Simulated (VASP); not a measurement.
A run of VASP 6.6.1:

The input INCAR:

```
SYSTEM = Pd
PREC = Accurate
ENCUT = 520
EDIFF = 1E-7
ISMEAR = -1
SIGMA = 0.1
LREAL = .FALSE.
LASPH = .TRUE.
NELM = 80
ALGO = Normal
ISIF = 2
LWAVE = .FALSE.
LCHARG = .FALSE.
GGA = CA
NBANDS = 11
```

KPOINTS

```
regular mesh
0
G
  24 24 24
  0 0 0
```

POSCAR

```
Pd
1.0
    0.0000000000      1.9208712848      1.9208712848
    1.9208712848      0.0000000000      1.9208712848
    1.9208712848      1.9208712848      0.0000000000
Pd
1
Direct
    0.0000000000      0.0000000000      0.0000000000
```

Potentials or basis: VASP PAW LDA potentials, release 64 (Pd).

Run with:

```bash
$ cat potpaw_LDA.64/Pd/POTCAR > POTCAR
$ mpirun -np 1 vasp_std > vasp.out
```

Hardware: 1 thread of AMD EPYC 9R45 96-Core Processor (Zen 5), with other jobs on the host.

Estimate the wall time of this run.

It took 25 s on 1 thread of AMD EPYC 9R45 96-Core Processor (Zen 5) (shared host), peak memory 0.14 GiB. Counts: scf iterations 12, k points 413.
